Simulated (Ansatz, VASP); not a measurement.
## Two plane-wave programs on Si3O

```xyz
8
Lattice="6.0549 0.0000 0.0000 -3.0275 5.2437 0.0000 0.0000 0.0000 3.4111" Properties=species:S:1:pos:R:3 pbc="T T T"
Si    2.0992    0.0000    0.0000
Si    1.0496    1.8180    1.7056
Si   -1.0496    1.8180    0.0000
Si    3.9557    0.0000    1.7056
Si    1.9778    3.4257    0.0000
Si   -1.9778    3.4257    1.7056
O     0.0000    3.4958    0.8528
O     3.0275    1.7479    2.5583
```

Alike in both runs: functional PBEsol; k mesh 6 × 6 × 10; occupations gaussian, width 0.1 eV; no spin polarisation.

Ansatz relaxed the structure, and its values are those at the end. VASP's run is a single point on that final structure, the one shown.

|  | VASP | Ansatz |
| --- | --- | --- |
| version | VASP 6.6.1 | Ansatz 0.2.0 |
| potentials or method | VASP PAW PBE potentials, release 64 (Si, O), cutoff 520 eV | scalar-relativistic, plane waves, PAW |
| valence electrons in the cell | 36 | 36 |

Ansatz gave:

| Property | Result |
| --- | --- |
| gap on the k mesh at the Fermi level (eV) | none |
| pressure (GPa) | 0.0 |
| rms of the force components (eV/Å) | 0.001 |

Which values does VASP return?

gap on the k mesh at the Fermi level (eV): none; pressure (GPa): 0.1; rms of the force components (eV/Å): 0.009.

VASP's potentials were made for PBE, not for PBEsol. A gap of «none» marks a metal or a gap that the smearing closes. With one functional, cell and mesh, what is left measures potentials, basis and numerics.
